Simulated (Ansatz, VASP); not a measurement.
# One calculation of SiO2, two programs

The input INCAR:

```
SYSTEM = SiO2
PREC = Accurate
ENCUT = 520
EDIFF = 1E-6
ISMEAR = 0
SIGMA = 0.02
LREAL = .False.
LASPH = .True.
NELM = 80
ALGO = Normal
ISIF = 2
LWAVE = .False.
LCHARG = .True.
GGA = PS
LELF = .True.
LVHAR = .True.
NBANDS = 44
```

File KPOINTS:

```
regular mesh
0
Gamma
  6 6 4
  0 0 0
```

The input POSCAR:

```
SiO2
1.0
    5.0277814649      0.0000000000      0.0000000000
    0.0000000000      5.0277814649      0.0000000000
    0.0000000000      0.0000000000      7.0057292867
Si O
4 8
Direct
    0.2019639405      0.2019639405      0.0000000000
    0.2980360595      0.7019639405      0.7500000000
    0.7019639405      0.2980360595      0.2500000000
    0.7980360595      0.7980360595      0.5000000000
    0.6018611541      0.7395004254      0.6783646081
    0.3981388459      0.2604995746      0.1783646081
    0.7395004254      0.6018611541      0.3216353919
    0.2395004254      0.8981388459      0.9283646081
    0.2604995746      0.3981388459      0.8216353919
    0.1018611541      0.7604995746      0.5716353919
    0.8981388459      0.2395004254      0.0716353919
    0.7604995746      0.1018611541      0.4283646081
```

Input for Ansatz:

```yaml
crystal:
  lattice:
    - [5.0277814649, 0.0, 0.0]
    - [0.0, 5.0277814649, 0.0]
    - [0.0, 0.0, 7.0057292867]
  atoms:
    - { symbol: Si, position: [0.2019639405, 0.2019639405, 0.0] }
    - { symbol: Si, position: [0.2980360595, 0.7019639405, 0.75] }
    - { symbol: Si, position: [0.7019639405, 0.2980360595, 0.25] }
    - { symbol: Si, position: [0.7980360595, 0.7980360595, 0.5] }
    - { symbol: O, position: [0.6018611541, 0.7395004254, 0.6783646081] }
    - { symbol: O, position: [0.3981388459, 0.2604995746, 0.1783646081] }
    - { symbol: O, position: [0.7395004254, 0.6018611541, 0.3216353919] }
    - { symbol: O, position: [0.2395004254, 0.8981388459, 0.9283646081] }
    - { symbol: O, position: [0.2604995746, 0.3981388459, 0.8216353919] }
    - { symbol: O, position: [0.1018611541, 0.7604995746, 0.5716353919] }
    - { symbol: O, position: [0.8981388459, 0.2395004254, 0.0716353919] }
    - { symbol: O, position: [0.7604995746, 0.1018611541, 0.4283646081] }
basis:
  ecutwfc: 420
kpoints:
  mp_grid: { grid: [6, 6, 4] }
  band_path: { path: [VBM, CBM], npoints: 2 }
hamiltonian:
  xc: pbesol
scf:
  occupations: { method: gaussian, width: 0.02 }
output:
  forces: true
  stress: true
  eigenvalues: true
checkpoint:
  read: start.run
  write: ck
  compress: false
  write_wavefunctions: false
  write_every: 100000
```

Alike in both runs: task single point; functional PBEsol; k mesh 6 × 6 × 4; occupations gaussian, width 0.02 eV; no spin polarisation.

|  | VASP | Ansatz |
| --- | --- | --- |
| version | VASP 6.6.1 | Ansatz 0.2.0 |
| potentials or method | VASP PAW PBE potentials, release 64 (Si, O), cutoff 520 eV | scalar-relativistic, plane waves, PAW |
| valence electrons in the cell | 64 | 64 |

Ansatz gave:

- gap on the k mesh at the Fermi level (eV): 5.57
- least direct gap on the mesh (eV): 5.57
- pressure (GPa): 0.0
- rms of the force components (eV/Å): 0.003

Problem. Which values does VASP return?

Solution. gap on the k mesh at the Fermi level (eV): 5.57; least direct gap on the mesh (eV): 5.57; pressure (GPa): 0.5; rms of the force components (eV/Å): 0.012.

VASP's potentials were made for PBE, not for PBEsol. Atom by atom the forces differ by 0.013 eV/Å (rms over components).
